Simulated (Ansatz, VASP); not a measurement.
## One calculation of Mg, two programs

POSCAR

```
Mg
1.0
    3.2092715325      0.0000000000      0.0000000000
   -1.6046357662      2.7793106748      0.0000000000
    0.0000000000      0.0000000000      5.2103300000
Mg
2
Direct
    0.3333333333      0.6666666667      0.2500000000
    0.6666666667      0.3333333333      0.7500000000
```

INCAR.step1

```
SYSTEM = Mg
PREC = Accurate
ENCUT = 600
ISMEAR = -1
SIGMA = 0.1
LREAL = .False.
LASPH = .True.
NELM = 60
GGA = PE
ALGO = Normal
EDIFF = 1E-4
LWAVE = .True.
LCHARG = .False.
```

The input INCAR.step2:

```
SYSTEM = Mg
PREC = Accurate
ENCUT = 600
EDIFF = 1E-6
ISMEAR = -1
SIGMA = 0.1
LREAL = .False.
LASPH = .True.
NELM = 60
ALGO = Normal
ISIF = 3
LWAVE = .False.
LCHARG = .False.
METAGGA = R2SCAN
LMIXTAU = .True.
IBRION = 2
NSW = 80
EDIFFG = -0.01
ISTART = 1
```

KPOINTS

```
Automatic mesh
0
Gamma
  11 11 6
  0 0 0
```

Input for Ansatz:

```yaml
crystal:
  lattice:
    - [3.2092715325, 0.0, 0.0]
    - [-1.6046357662, 2.7793106748, 0.0]
    - [0.0, 0.0, 5.21033]
  atoms:
    - { symbol: Mg, position: [0.3333333333, 0.6666666667, 0.25] }
    - { symbol: Mg, position: [0.6666666667, 0.3333333333, 0.75] }
hamiltonian:
  xc: r2scan
  pseudopotentials:
    kind: paw
    azcp:
      Mg: "pseudopotentials/Mg.paw.azcp"
basis:
  ecutwfc: 500
  fft_grid_basis: typed
kpoints:
  mp_grid: { grid: [11, 11, 6], shift: [0, 0, 0] }
magnetization:
  spin_polarized: false
scf:
  occupations: { method: fermi_dirac, width: 0.1 }
relax:
  max_steps: 60
  f_tol: 0.01
  cell: {}
```

Alike in both runs: task relaxation of cell and atoms; functional r2SCAN; k mesh 11 × 11 × 6; occupations fermi-dirac, width 0.1 eV; no spin polarisation.

```csv
,VASP,Ansatz
version,VASP 6.6.1,Ansatz 0.2.0
potentials or method,"VASP PAW PBE potentials, release 64 (Mg), cutoff 600 eV","plane waves (500 eV) with PAW, scalar-relativistic"
valence electrons in the cell,4,20
```

Ansatz gave:

| Item | Value |
| --- | --- |
| relaxed volume (Å³/atom) | 22.57 |
| relaxed cell length with the largest relative difference (Å) | 3.179 |

Problem. What did VASP give for the same quantities?

Solution. Relaxed volume (Å³/atom): 22.43; relaxed cell length with the largest relative difference (Å): 3.172.

VASP's potentials were made for PBE, not for r2SCAN. VASP's potentials hold 4 valence electrons a cell and Ansatz's 20, so a difference there can come from the potentials and not from the codes.
